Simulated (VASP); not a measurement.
# MoS2 in VASP: further runs

The runs below take MoS2 through single point, with PBE+D3(BJ).

Everything below comes from runs of VASP 6.6.1. Logs are shortened: lines on timing, memory, paths and dates and some standing lists are left out, and cuts for length are marked.

## (1) The cell of the first run

The cell holds a slab with vacuum, 3 atoms: a = 3.155 Å, b = 3.155 Å, c = 23.136 Å, α = 90.00°, β = 90.00°, γ = 120.00°.

## (2) Single point, PBE+D3(BJ)

The input, INCAR:

```
  ALGO = Normal
  DIPOL = 0.5 0.5 0.500
  EDIFF = 1E-6
  ENCUT = 520
  GGA = PE
  IDIPOL = 3
  ISIF = 2
  ISMEAR = 0
  IVDW = 12
  LASPH = T
  LCHARG = F
  LDIPOL = T
  LREAL = F
  LWAVE = F
  NBANDS = 20
  NELM = 80
  PREC = Accurate
  SIGMA = 0.05
```

The input, KPOINTS:

```
k-points
0
Gamma
  9 9 1
```

The input, POSCAR:

```
MoS2
1.0
    3.1546411924      0.0000000000      0.0000000000
   -1.5773205962      2.7319994124      0.0000000000
    0.0000000000      0.0000000000     23.1355340030
S Mo
2 1
Direct
    0.3333333333      0.6666666667      0.4322355386
    0.3333333333      0.6666666667      0.5677644614
    0.0000000000      0.0000000000      0.5000000003
```

Potentials or basis: VASP PAW PBE potentials, release 64 (S, Mo_sv).

Command:

```console
cat potpaw_PBE.64/S/POTCAR potpaw_PBE.64/Mo_sv/POTCAR > POTCAR
mpirun -np 1 vasp_std > vasp.out
```

OUTCAR:

```text
EDIFF = 1E-6
   ENCUT = 520
   GGA = PE
   ISIF = 2
   ISMEAR = 0
   IVDW = 12
   LASPH = T
   LREAL = F
   NELM = 80
   PREC = Accurate
 IVDW          = 12

 ion  position               nearest neighbor table
   1  0.333  0.667  0.432-   3 2.40   3 2.40   3 2.40
   2  0.333  0.667  0.568-   3 2.40   3 2.40   3 2.40
   3  0.000  0.000  0.500-   2 2.40   2 2.40   2 2.40   1 2.40   1 2.40   1 2.40

  LATTYP: Found a hexagonal cell.
 ALAT       =     3.1546411924
 C/A-ratio  =     7.3338083769

  Lattice vectors:

 A1 = (   3.1546411924,   0.0000000000,   0.0000000000)
 A2 = (  -1.5773205962,   2.7319994124,   0.0000000000)
 A3 = (   0.0000000000,   0.0000000000,  23.1355340030)

Analysis of symmetry for initial positions (statically):
=====================================================================
 Subroutine PRICEL returns:
 Original cell was already a primitive cell.

 Routine SETGRP: Setting up the symmetry group for a
 hexagonal supercell.

 Subroutine GETGRP returns: Found 12 space group operations
 (whereof 12 operations were pure point group operations)
 out of a pool of 24 trial point group operations.

The static configuration has the point symmetry D_3h.

Analysis of symmetry for dynamics (positions and initial velocities):
=====================================================================
 Subroutine PRICEL returns:
 Original cell was already a primitive cell.

 Routine SETGRP: Setting up the symmetry group for a
 hexagonal supercell.

 Subroutine GETGRP returns: Found 12 space group operations
 (whereof 12 operations were pure point group operations)
 out of a pool of 24 trial point group operations.

The dynamic configuration has the point symmetry D_3h.

 Subroutine INISYM returns: Found 12 space group operations
 (whereof 12 operations are pure point group operations),
 and found     1 'primitive' translations

----------------------------------------------------------------------------------------

                                     Primitive cell

  volume of cell :     199.3931

  direct lattice vectors                    reciprocal lattice vectors
     3.154641192  0.000000000  0.000000000     0.316993261  0.183016145  0.000000000
    -1.577320596  2.731999412  0.000000000     0.000000000  0.366032290  0.000000000
     0.000000000  0.000000000 23.135534003     0.000000000  0.000000000  0.043223554

  length of vectors
     3.154641192  3.154641192 23.135534003     0.366032290  0.366032290  0.043223554

  position of ions in fractional coordinates (direct lattice)
     0.333333333  0.666666667  0.432235539
     0.333333333  0.666666667  0.567764461
     0.000000000  0.000000000  0.500000000

  ion indices of the primitive-cell ions
   primitive index   ion index
                 1           1
                 2           2
                 3           3

----------------------------------------------------------------------------------------

 KPOINTS: k-points

Automatic generation of k-mesh.
 Grid dimensions read from file:
 generate k-points for:    9    9    1

 Generating k-lattice:

  Cartesian coordinates                     Fractional coordinates (reciprocal lattice)
     0.035221473  0.020335127  0.000000000     0.111111111  0.000000000  0.000000000
     0.000000000  0.040670254  0.000000000     0.000000000  0.111111111  0.000000000
     0.000000000  0.000000000  0.043223554     0.000000000  0.000000000  1.000000000

  Length of vectors
     0.040670254  0.040670254  0.043223554

  Shift w.r.t. Gamma in fractional coordinates (k-lattice)
     0.000000000  0.000000000  0.000000000

 Subroutine IBZKPT returns following result:
 ===========================================

 Found     12 irreducible k-points:

 Following reciprocal coordinates:
            Coordinates               Weight
  0.000000  0.000000  0.000000      1.000000
  0.111111  0.000000  0.000000      6.000000
  0.222222  0.000000  0.000000      6.000000
  0.333333  0.000000  0.000000      6.000000
  0.444444  0.000000  0.000000      6.000000
  0.111111  0.111111  0.000000      6.000000
  0.222222  0.111111  0.000000     12.000000
  0.333333  0.111111  0.000000     12.000000
  0.444444  0.111111  0.000000      6.000000
  0.222222  0.222222  0.000000      6.000000
  0.333333  0.222222  0.000000     12.000000
  0.333333  0.333333  0.000000      2.000000
   k-points           NKPTS =     12   k-points in BZ     NKDIM =     12   number of bands    NBANDS=     20
   number of dos      NEDOS =    301   number of ions     NIONS =      3
   total plane-waves  NPLWV = 103680
   dimension x,y,z NGX =    24 NGY =   24 NGZ =  180
   dimension x,y,z NGXF=    48 NGYF=   48 NGZF=  360
   ions per type =               2   1
   NGX,Y,Z   is equivalent  to a cutoff of  12.65, 12.65, 12.93 a.u.
   NGXF,Y,Z  is equivalent  to a cutoff of  25.30, 25.30, 25.87 a.u.
 SYSTEM =  unknown system
   PREC   = accura    normal or accurate (medium, high low for compatibility)
   ISTART =      0    job   : 0-new  1-cont  2-samecut
   ICHARG =      2    charge: 1-file 2-atom 10-const
   ISPIN  =      1    spin polarized calculation?
   LNONCOLLINEAR =      F non collinear calculations
   LSORBIT =      F    spin-orbit coupling
   LASPH  =      T    aspherical Exc in radial PAW
   ENCUT  =  520.0 eV  38.22 Ry    6.18 a.u.   5.87  5.87 43.02*2*pi/ulx,y,z
   NELM   =     80;   NELMIN=  2; NELMDL= -5     # of ELM steps
   EDIFF  = 0.1E-05   stopping-criterion for ELM
   LREAL  =      F    real-space projection
   EDIFFG = 0.1E-04   stopping-criterion for IOM
   NSW    =      0    number of steps for IOM
   IBRION =     -1    ionic relax: 0-MD 1-quasi-New 2-CG
   NFREE  =      0    steps in history (QN), initial steepest desc. (CG)
   ISIF   =      2    stress and relaxation
   ISYM   =      2    0-nonsym 1-usesym 2-fastsym
   POTIM  = 0.5000    time-step for ionic-motion
   TEBEG  =    0.0;   TEEND  =   0.0 temperature during run
   PSTRESS=    0.0 pullay stress
   NELECT =      26.0000    total number of electrons
   NUPDOWN=      -1.0000    fix difference up-down
   EMIN   =  10.00;   EMAX   =-10.00  energy-range for DOS
   EFERMI =   0.00;   METHOD = LEGACY
   ISMEAR =     0;   SIGMA  =   0.05  broadening in eV -4-tet -1-fermi 0-gaus
   EFERMI_NEDOS =   21; number of points for ismear=-14 and -15
   IALGO  =     38    algorithm
   IMIX   =      4    mixing-type and parameters
     AMIX     =   0.40;   BMIX     =  1.00
     AMIX_MAG =   1.60;   BMIX_MAG =  1.00
  volume/ion in A,a.u.               =      66.46       448.52
  Fermi-wavevector in a.u.,A,eV,Ry     =   0.830161  1.568778  9.376701  0.689168
  Thomas-Fermi vector in A             =   1.942832
   LORBIT       =      0    0 simple, 1 ext, 2 COOP (PROOUT), +10 PAW based schemes
   GGA     = PE    functional components
   LHFCALC =     F    Hartree Fock is set to
   AEXX    =    0.0000 exact exchange contribution
   IVDW    =    12    specifies the selected vdW correction
   LEPSILON=     F    determine dielectric tensor
   LRPA    =     F    only Hartree local field effects (RPA)
 non-spin polarized calculation
 Gauss-broadening in eV      SIGMA  =   0.05
  energy-cutoff  :      520.00
  volume of cell :      199.39
 maximum number of plane-waves:      5396
 NGX is ok and might be reduce to    24
   NGX = 11   NGY = 11   NGZ = 87

 dipolmoment           0.000000      0.000000      0.000000 electrons x Angstroem

 number of electron      25.9999998 magnetization

 dipolmoment           0.000000      0.000000     -0.000000 electrons x Angstroem

 Free energy of the ion-electron system (eV)
  ---------------------------------------------------
  ext. energy  EPLUGINS =         0.00000000
  ---------------------------------------------------
  free energy    TOTEN  =       -21.84425187 eV

  energy without entropy =      -21.84425187  energy(sigma->0) =      -21.84425187

 E-fermi :  -2.1641     XC(G=0):  -3.3481

 val. band max:       -2.4761751139   @ k =   0.3333   0.3333   0.0000
 cond. band min:      -0.6965829847   @ k =   0.3333   0.3333   0.0000
 fundamental gap:      1.7795921292
 Fermi energy:        -2.1640516660

 k-point     1 :       0.0000    0.0000    0.0000
  band No.  band energies     occupation
      1     -63.3124      2.00000
      2     -37.4716      2.00000
      3     -37.2339      2.00000
      4     -37.2339      2.00000
      5     -16.6343      2.00000
      6     -15.3337      2.00000
[... 12 lines left out ...]
     19       3.0709      0.00000
     20       3.6087      0.00000

 k-point     2 :       0.1111    0.0000    0.0000
  band No.  band energies     occupation
      1     -63.3074      2.00000
      2     -37.4620      2.00000
      3     -37.2826      2.00000
      4     -37.2450      2.00000
      5     -16.4473      2.00000
      6     -15.2554      2.00000
[... 12 lines left out ...]
     19       3.3161      0.00000
     20       3.8949      0.00000

 k-point     3 :       0.2222    0.0000    0.0000
  band No.  band energies     occupation
      1     -63.2950      2.00000
      2     -37.4378      2.00000
      3     -37.4042      2.00000
      4     -37.2729      2.00000
      5     -15.9382      2.00000
      6     -15.0432      2.00000
[... 12 lines left out ...]
     19       4.0149      0.00000
     20       4.6196      0.00000

 k-point     4 :       0.3333    0.0000    0.0000
  band No.  band energies     occupation
      1     -63.2808      2.00000
      2     -37.5397      2.00000
      3     -37.4100      2.00000
      4     -37.3044      2.00000
      5     -15.2714      2.00000
      6     -14.7715      2.00000
[... 153 lines left out ...]
 k-point    11 :       0.3333    0.2222    0.0000
  band No.  band energies     occupation
      1     -63.2674      2.00000
      2     -37.5786      2.00000
      3     -37.4233      2.00000
      4     -37.3840      2.00000
      5     -14.5393      2.00000
      6     -14.4455      2.00000
[... 12 lines left out ...]
     19       6.0807      0.00000
     20       6.6571      0.00000

 k-point    12 :       0.3333    0.3333    0.0000
  band No.  band energies     occupation
      1     -63.2650      2.00000
      2     -37.5384      2.00000
      3     -37.4931      2.00000
      4     -37.3791      2.00000
      5     -14.3951      2.00000
      6     -14.3706      2.00000
[... 12 lines left out ...]
     19       5.1481      0.00000
     20       7.1688      0.00000

------------------------ aborting loop because EDIFF is reached ----------------------------------------

 vacuum level on the upper side and lower side of the slab       (xc-potential included)        -0.015        -0.015

 Edisp (eV)   -0.95744

 E8    (eV) :    -0.4142

  FORCE on cell =-STRESS in cart. coord.  units (eV):
  Direction    XX          YY          ZZ          XY          YZ          ZX
  --------------------------------------------------------------------------------------
  -------------------------------------------------------------------------------------
  Total      -0.06766    -0.06766    -0.09559    -0.00000    -0.00000     0.00000
  in kB      -0.54368    -0.54368    -0.76807    -0.00000    -0.00000     0.00000
  external pressure =       -0.62 kB  Pullay stress =        0.00 kB

 VOLUME and BASIS-vectors are now :
 -----------------------------------------------------------------------------
  energy-cutoff  :      520.00
  volume of cell :      199.39
      direct lattice vectors                 reciprocal lattice vectors
     3.154641192  0.000000000  0.000000000     0.316993261  0.183016145  0.000000000
    -1.577320596  2.731999412  0.000000000     0.000000000  0.366032290  0.000000000
     0.000000000  0.000000000 23.135534003     0.000000000  0.000000000  0.043223554

 POSITION                                       TOTAL-FORCE (eV/Angst)
 -----------------------------------------------------------------------------------
     -0.00000      1.82133     10.00000        -0.000000      0.000000      0.022114
     -0.00000      1.82133     13.13553        -0.000000      0.000000     -0.022114
      0.00000      0.00000     11.56777         0.000000     -0.000000      0.000000
 -----------------------------------------------------------------------------------
    total drift:                                0.000000     -0.000000     -0.000023

  FREE ENERGIE OF THE ION-ELECTRON SYSTEM (eV)
  ---------------------------------------------------
  free  energy   TOTEN  =       -22.8016926318 eV

  energy  without entropy=      -22.8016926318  energy(sigma->0) =      -22.80169263

 vacuum level on the upper side and lower side of the slab         3.344         3.344
```

Wall time 39 s (1 thread of Intel Xeon 6975P-C (Granite Rapids), shared host); peak memory 0.32 GiB.

What came out:

```
Free energy                : -22.8017 eV
Largest force              : 0.022 eV/Å
Band gap on the k mesh     : 1.78 eV
Dispersion energy per atom : -0.319 eV
```

Forces on the atoms (eV/Å):
```
S    0.000  0.000  0.022
S    0.000  0.000 -0.022
Mo   0.000  0.000  0.000
```

Levels at points of the mesh, in eV from the valence-band top:
| k point | band 10 | band 11 | band 12 | band 13 | band 14 | band 15 | band 16 | band 17 |
| --- | --- | --- | --- | --- | --- | --- | --- | --- |
| (0.00, 0.00, 0.00) | -1.86 | -1.45 | -1.45 | -0.09 | 2.84 | 2.84 | 3.07 | 3.07 |

## (3) Single point, PBE+D3(BJ), collinear spin

The input, INCAR:

```
PREC     = Accurate       # precision mode
ENCUT    = 520            # plane-wave cutoff, eV
EDIFF    = 1E-6           # SCF threshold, eV
ISMEAR   = 0              # smearing method
SIGMA    = 0.05           # smearing width, eV
LREAL    = F              # projectors in reciprocal space
LASPH    = T              # aspherical terms in the spheres
NELM     = 150            # most SCF steps
ALGO     = Normal         # electronic algorithm
ISIF     = 2              # what is computed and relaxed
LWAVE    = F              # write WAVECAR
LCHARG   = F              # write CHGCAR
ISPIN    = 2              # spin polarisation
MAGMOM   = 0 0 1          # initial moments
LORBIT   = 11             # projections on sites
LMAXMIX  = 4              # l up to which the mixer works
LDIPOL   = T            
IDIPOL   = 3            
DIPOL    = 0.5 0.5 0.500
GGA      = PE             # functional
IVDW     = 12             # dispersion correction
NBANDS   = 24             # bands
```

The input, KPOINTS:

```
regular mesh
0
Gamma
  12 12 1
```

The input, POSCAR:

```
MoS2
1.0
    3.1546411924      0.0000000000      0.0000000000
   -1.5773205962      2.7319994124      0.0000000000
    0.0000000000      0.0000000000     23.1026500379
S Mo
2 1
Direct
    0.3333333333      0.6666666667      0.4321390836
    0.3333333333      0.6666666667      0.5678609163
    0.0000000000      0.0000000000      0.5000000002
```

Potentials or basis: VASP PAW PBE potentials, release 64 (S, Mo_sv).

Command:

```console
cat potpaw_PBE.64/S/POTCAR potpaw_PBE.64/Mo_sv/POTCAR > POTCAR
mpirun -np 1 vasp_std > vasp.out
```

Wall time 2.1 min (1 thread of Intel Xeon 6975P-C (Granite Rapids), shared host); peak memory 0.47 GiB.

Results (log left out):

| Property | Result |
| --- | --- |
| Free energy | -22.8018 eV |
| Largest force | 0.022 eV/Å |
| Band gap on the k mesh | 1.78 eV |
| Net moment | 0.00 μB per cell |
| Valence electrons inside the program's atomic spheres | S 3.71; Mo 12.47 |
| Dispersion energy per atom | -0.319 eV |

Forces on the atoms (eV/Å):
```
S    0.000  0.000  0.022
S    0.000  0.000 -0.022
Mo   0.000  0.000  0.000
```

Levels at points of the mesh, in eV from the valence-band top:
Spin up:
```csv
k point,band 11,band 12,band 13,band 14,band 15,band 16
"(0.00, 0.00, 0.00)",-1.45,-1.45,-0.09,2.84,2.84,3.07
"(0.50, 0.00, 0.00)",-1.95,-0.91,-0.65,2.35,2.85,3.92
```
Spin down:
```
           k point  band 9  band 10  band 11  band 12  band 13  band 14  band 15  band 16  band 17  band 18
(0.00, 0.00, 0.00)   -2.57    -1.86    -1.45    -1.45    -0.09     2.84     2.84     3.07     3.07     5.39
(0.50, 0.00, 0.00)   -4.12    -3.15    -1.95    -0.91    -0.65     2.35     2.85     3.92     4.37     6.21
```
